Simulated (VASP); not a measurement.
# I (Fmmm) in VASP: further runs

Aim: see how the results for I move with the level of theory and the settings. Levels: RPBE+D4, revPBE+D3(BJ). Tasks: single point.

Everything below comes from runs of VASP 6.6.1. Logs are shortened: lines on timing, memory, paths and dates and some standing lists are left out, and cuts for length are marked.

## (1) The cell of the first run

The typed cell holds 1 atom: a = 4.133 Å, b = 4.132 Å, c = 3.187 Å, α = 67.33°, β = 67.30°, γ = 45.37°.

## (2) Single point, RPBE+D4

Input file INCAR:

```
SYSTEM = I
  PREC = Accurate
  ENCUT = 520
  EDIFF = 1E-6
  ISMEAR = -1
  SIGMA = 0.05
  LREAL = .False.
  LASPH = .True.
  NELM = 100
  ALGO = Normal
  ISIF = 2
  LWAVE = .False.
  LCHARG = .False.
  GGA = RP
  IVDW = 13
  NBANDS = 10
```

Input file KPOINTS:

```
Automatic mesh
0
Gamma
  9 9 9
  0 0 0
```

Input file POSCAR:

```
I
1.0
    0.0000000000      2.2548629218      3.4636703781
    2.2528208942      0.0000000000      3.4636703781
    2.2528208942      2.2548629218      0.0000000000
I
1
Direct
    0.0000000000      0.0000000000      0.0000000000
```

Potentials or basis: VASP PAW PBE potentials, release 64 (I).

Command:

```sh
> cat potpaw_PBE.64/I/POTCAR > POTCAR
> mpirun -np 1 vasp_std > vasp.out
```

OUTCAR:

```text
SYSTEM = I
   PREC = Accurate
   ENCUT = 520
   EDIFF = 1E-6
   ISMEAR = -1
   LREAL = .False.
   LASPH = .True.
   NELM = 100
   ISIF = 2
   GGA = RP
   IVDW = 13

 ion  position               nearest neighbor table
   1  0.000  0.000  0.000-

  LATTYP: Found a face centered orthorhombic cell.
 ALAT       =     4.5056417884
 B/A-ratio  =     1.0009064314
 C/A-ratio  =     1.5374814691

  Lattice vectors:

 A1 = (   0.0000000000,   2.2548629218,   3.4636703781)
 A2 = (   2.2528208942,   0.0000000000,   3.4636703781)
 A3 = (   2.2528208942,   2.2548629218,   0.0000000000)

Analysis of symmetry for initial positions (statically):
=====================================================================
 Subroutine PRICEL returns:
 Original cell was already a primitive cell.

 Routine SETGRP: Setting up the symmetry group for a
 face centered orthorhombic supercell.

 Subroutine GETGRP returns: Found  8 space group operations
 (whereof  8 operations were pure point group operations)
 out of a pool of  8 trial point group operations.

The static configuration has the point symmetry D_2h.

Analysis of symmetry for dynamics (positions and initial velocities):
=====================================================================
 Subroutine PRICEL returns:
 Original cell was already a primitive cell.

 Routine SETGRP: Setting up the symmetry group for a
 face centered orthorhombic supercell.

 Subroutine GETGRP returns: Found  8 space group operations
 (whereof  8 operations were pure point group operations)
 out of a pool of  8 trial point group operations.

The dynamic configuration has the point symmetry D_2h.

 Subroutine INISYM returns: Found  8 space group operations
 (whereof  8 operations are pure point group operations),
 and found     1 'primitive' translations

----------------------------------------------------------------------------------------

                                     Primitive cell

  volume of cell :      35.1895

  direct lattice vectors                    reciprocal lattice vectors
     0.000000000  2.254862922  3.463670378    -0.221943964  0.221742969  0.144355538
     2.252820894  0.000000000  3.463670378     0.221943964 -0.221742969  0.144355538
     2.252820894  2.254862922  0.000000000     0.221943964  0.221742969 -0.144355538

[... 81 lines left out ...]
   EDIFF  = 0.1E-05   stopping-criterion for ELM
   LREAL  =      F    real-space projection
   EDIFFG = 0.1E-04   stopping-criterion for IOM
   NSW    =      0    number of steps for IOM
   IBRION =     -1    ionic relax: 0-MD 1-quasi-New 2-CG
   NFREE  =      0    steps in history (QN), initial steepest desc. (CG)
   ISIF   =      2    stress and relaxation
   ISYM   =      2    0-nonsym 1-usesym 2-fastsym
   POTIM  = 0.5000    time-step for ionic-motion
   TEBEG  =    0.0;   TEEND  =   0.0 temperature during run
   PSTRESS=    0.0 pullay stress
   NELECT =       7.0000    total number of electrons
   NUPDOWN=      -1.0000    fix difference up-down
   EMIN   =  10.00;   EMAX   =-10.00  energy-range for DOS
   EFERMI =   0.00;   METHOD = LEGACY
   ISMEAR =    -1;   SIGMA  =   0.05  broadening in eV -4-tet -1-fermi 0-gaus
   EFERMI_NEDOS =   21; number of points for ismear=-14 and -15
   IALGO  =     38    algorithm
   IMIX   =      4    mixing-type and parameters
     AMIX     =   0.40;   BMIX     =  1.00
     AMIX_MAG =   1.60;   BMIX_MAG =  1.00
  volume/ion in A,a.u.               =      35.19       237.47
  Fermi-wavevector in a.u.,A,eV,Ry     =   0.955659  1.805934 12.425991  0.913285
  Thomas-Fermi vector in A             =   2.084517
   LORBIT       =      0    0 simple, 1 ext, 2 COOP (PROOUT), +10 PAW based schemes
   GGA     = RP    functional components
   LHFCALC =     F    Hartree Fock is set to
   AEXX    =    0.0000 exact exchange contribution
   IVDW    =    13    specifies the selected vdW correction
   LEPSILON=     F    determine dielectric tensor
   LRPA    =     F    only Hartree local field effects (RPA)
 non-spin polarized calculation
  energy-cutoff  :      520.00
  volume of cell :       35.19
 maximum number of plane-waves:       965
   NGX = 15   NGY = 15   NGZ = 11

 number of electron       7.0000000 magnetization

 Free energy of the ion-electron system (eV)
  ---------------------------------------------------
  ext. energy  EPLUGINS =         0.00000000
  ---------------------------------------------------
  free energy    TOTEN  =        -0.98660595 eV

  energy without entropy =       -0.98103362  energy(sigma->0) =       -0.98381979

 E-fermi :   5.0671     XC(G=0):  -8.8204

 val. band max:        5.0114411499   @ k =  -0.1111  -0.0000   0.1111
 cond. band min:       5.0836302080   @ k =   0.0000   0.1111   0.1111
 fundamental gap:      0.0721890581
 Fermi energy:         5.0670804203

 k-point     1 :       0.0000    0.0000    0.0000
  band No.  band energies     occupation
      1      -9.2061      2.00000
      2       3.7619      2.00000
      3       6.1238      0.00000
      4       6.1270      0.00000
      5      10.5239      0.00000
      6      12.6195      0.00000
      7      13.7885      0.00000
      8      16.8731      0.00000
      9      16.8775      0.00000
     10      17.3665      0.00000
[... 287 lines left out ...]
 k-point    24 :       0.4444    0.4444    0.0000
  band No.  band energies     occupation
      1      -8.6387      2.00000
      2       0.3667      2.00000
      3       5.6246      0.00003
      4       5.6285      0.00003
      5      11.6461      0.00000
      6      12.0656      0.00000
      7      17.9793      0.00000
      8      20.9443      0.00000
      9      20.9453      0.00000
     10      22.4099      0.00000

 [... further k-points ...]

------------------------ aborting loop because EDIFF is reached ----------------------------------------

  DFT-D4 for vdW energy calculation

  Edisp (eV):   -0.76957

  FORCE on cell =-STRESS in cart. coord.  units (eV):
  Direction    XX          YY          ZZ          XY          YZ          ZX
  --------------------------------------------------------------------------------------
  -------------------------------------------------------------------------------------
  Total      -0.01584    -0.01651    -0.00379     0.00000     0.00000     0.00000
  in kB      -0.72104    -0.75183    -0.17270     0.00000     0.00000     0.00000
  external pressure =       -0.55 kB  Pullay stress =        0.00 kB

 VOLUME and BASIS-vectors are now :
 -----------------------------------------------------------------------------
  energy-cutoff  :      520.00
  volume of cell :       35.19
      direct lattice vectors                 reciprocal lattice vectors
     0.000000000  2.254862922  3.463670378    -0.221943964  0.221742969  0.144355538
     2.252820894  0.000000000  3.463670378     0.221943964 -0.221742969  0.144355538
     2.252820894  2.254862922  0.000000000     0.221943964  0.221742969 -0.144355538

 POSITION                                       TOTAL-FORCE (eV/Angst)
 -----------------------------------------------------------------------------------
      0.00000      0.00000      0.00000         0.000000      0.000000      0.000000
 -----------------------------------------------------------------------------------
    total drift:                                0.000000      0.000000      0.000000

  FREE ENERGIE OF THE ION-ELECTRON SYSTEM (eV)
  ---------------------------------------------------
  free  energy   TOTEN  =        -1.7561746543 eV

  energy  without entropy=       -1.7506023277  energy(sigma->0) =       -1.75338849
```

OSZICAR:

```text
N       E                     dE             d eps       ncg     rms          rms(c)
DAV:   1     0.204762362871E+02    0.20476E+02   -0.24671E+03  2508   0.496E+02
DAV:   2    -0.244676188585E+00   -0.20721E+02   -0.19872E+02  3224   0.840E+01
DAV:   3    -0.100458700375E+01   -0.75991E+00   -0.75475E+00  3178   0.165E+01
DAV:   4    -0.101083607307E+01   -0.62491E-02   -0.62480E-02  3094   0.182E+00
DAV:   5    -0.101092247186E+01   -0.86399E-04   -0.86398E-04  3052   0.197E-01    0.520E+00
DAV:   6    -0.992830807908E+00    0.18092E-01   -0.15874E-02  2820   0.622E-01    0.320E+00
DAV:   7    -0.986611039069E+00    0.62198E-02   -0.32740E-02  2788   0.920E-01    0.120E-01
DAV:   8    -0.986593932930E+00    0.17106E-04   -0.18527E-03  2770   0.261E-01    0.401E-02
DAV:   9    -0.986599754834E+00   -0.58219E-05   -0.27856E-05  3296   0.383E-02    0.220E-02
DAV:  10    -0.986605528431E+00   -0.57736E-05   -0.86221E-06  2764   0.179E-02    0.328E-03
DAV:  11    -0.986605950798E+00   -0.42237E-06   -0.77627E-07  2854   0.514E-03
   1 F= -.17561747E+01 E0= -.17533885E+01  d E =-.557233E-02
```

Wall time 34 s (1 thread of Intel Xeon Platinum 8488C (Sapphire Rapids), shared host); peak memory 0.19 GiB.

What came out:

```
Free energy                : -1.7562 eV
Pressure                   : -0.1 GPa
Band gap on the k mesh     : zero (an odd number of electrons rules out a gap without spin polarisation)
Dispersion energy per atom : -0.770 eV
```

Levels at points of the mesh, in eV from the Fermi level:
```
           k point  band 1  band 2  band 3  band 4  band 5  band 6  band 7  band 8
(0.00, 0.00, 0.00)  -14.27   -1.31    1.06    1.06    5.46    7.55    8.72   11.81
```

Caveat: the PAW data sets were made with another functional, which shifts forces and pressure a little; spin-orbit coupling is left out, which moves the levels of the heavy elements; an odd number of electrons without spin polarisation forces a metal; a magnetic or distorted state may lie lower.

## (3) Single point, revPBE+D3(BJ)

This run uses another cell than the first one, of 36.07 Å³/atom.

Input file INCAR:

```
ALGO = Normal ; EDIFF = 1E-6
ENCUT = 520 ; GGA = RE
ISIF = 2 ; ISMEAR = -1
IVDW = 12 ; LASPH = T
LCHARG = T ; LELF = T
LREAL = F ; LVHAR = T
LWAVE = F ; NBANDS = 10
NELM = 80 ; PREC = Accurate
SIGMA = 0.05
```

Input file KPOINTS:

```
k-points
0
Gamma
  9 9 9
```

Input file POSCAR:

```
I
1.0
    0.0000000000      2.2608082913      3.5462749861
    2.2491970560      0.0000000000      3.5462749861
    2.2491970560      2.2608082913      0.0000000000
I
1
Direct
    0.0000000000      0.0000000000      0.0000000000
```

Potentials or basis: VASP PAW PBE potentials, release 64 (I).

Command:

```sh
> cat potpaw_PBE.64/I/POTCAR > POTCAR
> mpirun -np 1 vasp_std > vasp.out
```

Wall time 33 s (1 thread of Intel Xeon Platinum 8488C (Sapphire Rapids), shared host); peak memory 0.19 GiB.

The run converged. Its results:

```yaml
Free_energy: -1.7370 eV
Pressure: -0.1 GPa
Band_gap_on_the_k_mesh: zero (an odd number of electrons rules out a gap without spin polarisation)
Dispersion_energy_per_atom: -0.700 eV
```

Stress tensor (GPa, compression positive):
```
-0.08  0.00  0.00
 0.00 -0.09  0.00
 0.00  0.00 -0.01
```

Levels at points of the mesh, in eV from the Fermi level:
| k point | band 2 | band 3 | band 4 | band 5 | band 6 | band 7 |
| --- | --- | --- | --- | --- | --- | --- |
| (0.00, 0.00, 0.00) | -1.47 | 1.02 | 1.04 | 5.22 | 7.51 | 8.61 |

Caveat: the PAW data sets were made with another functional, which shifts forces and pressure a little; spin-orbit coupling is left out, which moves the levels of the heavy elements; an odd number of electrons without spin polarisation forces a metal; a magnetic or distorted state may lie lower.

The gap in the log of VASP goes by the Fermi energy; the results here count the filled bands.